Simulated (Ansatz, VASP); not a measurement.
## One calculation of In2S, two programs

```
In S
1.0
     4.92400    0.00000    0.00000
    -2.46200    4.26431    0.00000
     0.00000    0.00000    3.75566
In S
2 1
Direct
  0.33333 0.66667 0.00000
  0.66667 0.33333 0.00000
  0.00000 0.00000 0.50000
```

Alike in both runs: functional PBE; k mesh 4 × 4 × 3; occupations gaussian, width 0.15 eV; no spin polarisation.

Ansatz relaxed the structure, and its values are those at the end. VASP's run is a single point on that final structure, the one shown.

```csv
,VASP,Ansatz
version,VASP 6.6.1,Ansatz 0.2.0
potentials or method,"VASP PAW PBE potentials, release 64 (In_d, S), cutoff 500 eV","scalar-relativistic, plane waves, PAW"
valence electrons in the cell,32,32
```

|  | VASP | Ansatz | Ansatz less VASP |
| --- | --- | --- | --- |
| gap on the k mesh at the Fermi level (eV) | none | none | - |
| pressure (GPa) | 0.0 | 0.0 | +0.04 |

A gap of «none» marks a metal or a gap that the smearing closes.

The k mesh is coarse, so the values compare programs but aren't converged.
